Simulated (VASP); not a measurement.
InSb: electric field gradients with LDA

The system is InSb.

```xyz
4
Lattice="5.3748 0.0000 0.0000 0.0000 5.7310 0.0000 0.0000 0.0000 3.0732" Properties=species:S:1:pos:R:3 pbc="T T T"
In    0.0000    0.0000    0.0000
In    2.6874    2.8655    0.0000
Sb    2.6874    0.0000    2.5661
Sb    0.0000    2.8655    0.5071
```

This cell differs from its parent crystal: volume scaled by 1.01.

| Item | Value |
| --- | --- |
| Program | VASP 6.6.1 |
| Task | electric field gradients |
| Functional | LDA |
| Potentials or basis | VASP PAW LDA potentials, release 64 (In_d, Sb) |
| Cutoff | 520 eV |
| k mesh | 6 × 6 × 11 |
| Occupations | fermi-dirac, width 0.08 eV |
| Spin | no spin polarisation |
| Dipole correction | no |
| Further INCAR settings | ALGO = Normal; EDIFF = 1e-08; NBANDS = 26 |

```json
{
 "Pressure": "10.8 GPa",
 "Largest force": "0.589 eV/Å",
 "Band gap on the k mesh": "zero (band 18 reaches 10.87 eV, above the bottom of band 19 at 7.62 eV)"
}
```

Forces in eV/Å, atoms in the order of the input:
```
In   0.000  0.000  0.242
In   0.000  0.000 -0.242
Sb   0.000  0.000 -0.589
Sb   0.000  0.000  0.589
```

Stress tensor (GPa, compression positive):
```
21.49  0.00  0.00
 0.00  7.86  0.00
 0.00  0.00  2.93
```

Levels at points of the mesh, in eV from the Fermi level:
| k point | band 16 | band 17 | band 18 | band 19 | band 20 | band 21 |
| --- | --- | --- | --- | --- | --- | --- |
| (0.00, 0.00, 0.00) | -2.92 | -2.75 | -2.17 | 3.15 | 4.24 | 4.26 |
| (0.50, 0.00, 0.00) | -4.38 | 0.98 | 0.98 | 4.23 | 4.23 | 4.61 |
| (0.00, 0.50, 0.00) | -4.57 | -0.37 | -0.37 | 3.80 | 3.80 | 4.46 |
| (0.50, 0.50, 0.00) | -0.40 | 1.31 | 1.31 | 2.40 | 2.40 | 2.69 |

Electric field gradients, principal values (V/Å²):
| atom | least | middle | greatest (by size) |
| --- | --- | --- | --- |
| 1 In | 12.576 | 71.793 | -84.369 |
| 2 In | 12.576 | 71.793 | -84.369 |
| 3 Sb | -73.101 | -82.436 | 155.537 |
| 4 Sb | -73.101 | -82.436 | 155.537 |

It took 2 min on 1 thread of AMD EPYC 9R45 96-Core Processor (Zen 5) (shared host), peak memory 0.29 GiB.

Caveat: without QUAD_EFG the Cq values of the log hold for a quadrupole moment of 1 mb, not for the nuclei; spin-orbit coupling is left out, which moves the levels of the heavy elements.
